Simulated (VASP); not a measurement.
**Zr: single point with PBE**

Crystal: Zr.

```xyz
1
Lattice="-1.5638 1.5638 2.2723 1.5638 -1.5638 2.2723 1.5638 1.5638 -2.2723" Properties=species:S:1:pos:R:3 pbc="T T T"
Zr    0.0000    0.0000    0.0000
```

This cell differs from its parent crystal: volume 22.228 Å^3 an atom, c/a of the conventional cell 1.4530.

```json
{"Program": "VASP 6.6.1", "Task": "single point", "Functional": "PBE", "Potentials or basis": "VASP PAW PBE potentials, release 64 (Zr_sv)", "Cutoff": "500 eV", "k mesh": "20 × 20 × 20", "Occupations": "gaussian, width 0.15 eV", "Spin": "no spin polarisation"}
```

```json
{
  "Pressure": "4.2 GPa",
  "Band gap on the k mesh": "zero (band 6 reaches 10.28 eV, above the bottom of band 7 at 8.85 eV)"
}
```

Stress tensor (GPa, compression positive):
```
4.50 0.00 0.00
0.00 4.50 0.00
0.00 0.00 3.60
```

Levels at points of the mesh, in eV from the Fermi level:
| k point | band 4 | band 5 | band 6 | band 7 | band 8 | band 9 |
| --- | --- | --- | --- | --- | --- | --- |
| (0.00, 0.00, 0.00) | -26.06 | -5.62 | 0.80 | 1.10 | 1.10 | 3.34 |
| (0.50, 0.00, 0.00) | -26.18 | -3.05 | 0.64 | 0.97 | 1.29 | 5.37 |
| (0.50, 0.50, 0.00) | -26.44 | -3.15 | -2.35 | 3.41 | 5.44 | 5.84 |
| (0.50, 0.50, 0.50) | -26.42 | -3.15 | -2.29 | 2.98 | 5.49 | 5.99 |

Run time: 53 s on 1 thread of Intel(R) Xeon(R) Platinum 8488C (Sapphire Rapids), with other jobs on the host, peak memory 0.27 GiB.
